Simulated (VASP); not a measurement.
Write the native input for VASP 6.6.1 that does the following.

```
Task                   : relaxation of cell and atoms
Functional             : PBE
Potentials or basis    : VASP PAW PBE potentials, release 64 (Dy_3, C), 4f in core
Cutoff                 : 600 eV
k mesh                 : 4 × 4 × 3
Occupations            : gaussian, width 0.2 eV
Spin                   : no spin polarisation
Dipole correction      : no
Further INCAR settings : ALGO = Normal; EDIFF = 1e-07; IBRION = 2; EDIFFG = -0.08; NSW = 36; ISIF = 3
```

The structure of Dy5C lies in POSCAR:

```
Dy5C
1.0
    4.9973685300      0.0000000000      0.0000000000
   -2.4986842700      4.3278481000      0.0000000000
    0.0000000000      0.0000000000      6.7836817800
Dy C
5 1
Direct
    0.6666666700      0.3333333300      0.7959949400
    0.0000000000      0.0000000000      0.0000000000
    0.6666666700      0.3333333300      0.2040050600
    0.3333333300      0.6666666700      0.2040050600
    0.3333333300      0.6666666700      0.7959949400
    0.0000000000      0.0000000000      0.5000000000
```

The cell was generated, and may not be a known phase.

These files were run (other wordings do the same):

INCAR

```
  PREC = Accurate
  ENCUT = 600
  EDIFF = 1E-7
  ISMEAR = 0
  SIGMA = 0.2
  LREAL = False
  LASPH = True
  NELM = 200
  ALGO = Normal
  ISIF = 3
  LWAVE = False
  LCHARG = False
  GGA = PE
  IBRION = 2
  NSW = 36
  EDIFFG = -0.08
  GGA_COMPAT = False
  NELMIN = 4
  LMAXMIX = 6
```

KPOINTS

```
regular mesh
0
Gamma
  4 4 3
```

Potentials or basis: VASP PAW PBE potentials, release 64 (Dy_3, C), 4f in core.

Launch:

```console
$ cat potpaw_PBE.64/Dy_3/POTCAR potpaw_PBE.64/C/POTCAR > POTCAR
$ mpirun -np 1 vasp_std > vasp.out
```

Results of the run:

```
Relaxed volume                        : 25.90 Å³/atom
Relaxed cell                          : a = 5.425 Å, b = 5.425 Å, c = 6.097 Å, α = 90.00°, β = 90.00°, γ = 120.00°
Space group after relaxing (to 0.1 Å) : P6/mmm (No. 191)
Energy gained by relaxing             : 577.6 meV/atom
Ionic steps                           : 12
Pressure after relaxing               : -0.2 GPa
Largest force after relaxing          : 0.011 eV/Å
Band gap on the k mesh                : zero (an odd number of electrons rules out a gap without spin polarisation)
```

Caveat: the k points lie up to 0.34 Å⁻¹ apart in the final cell, too coarse for converged energies and pressures of a metal; spin-orbit coupling is left out, which moves the levels of the heavy elements; the 4f electrons are frozen in the core, so they carry no moment and show no levels.

Run time: 12 min on 1 thread of Intel(R) Xeon(R) Platinum 8259CL CPU @ 2.50GHz (Skylake/Cascade Lake), on a shared host, peak memory 0.32 GiB.
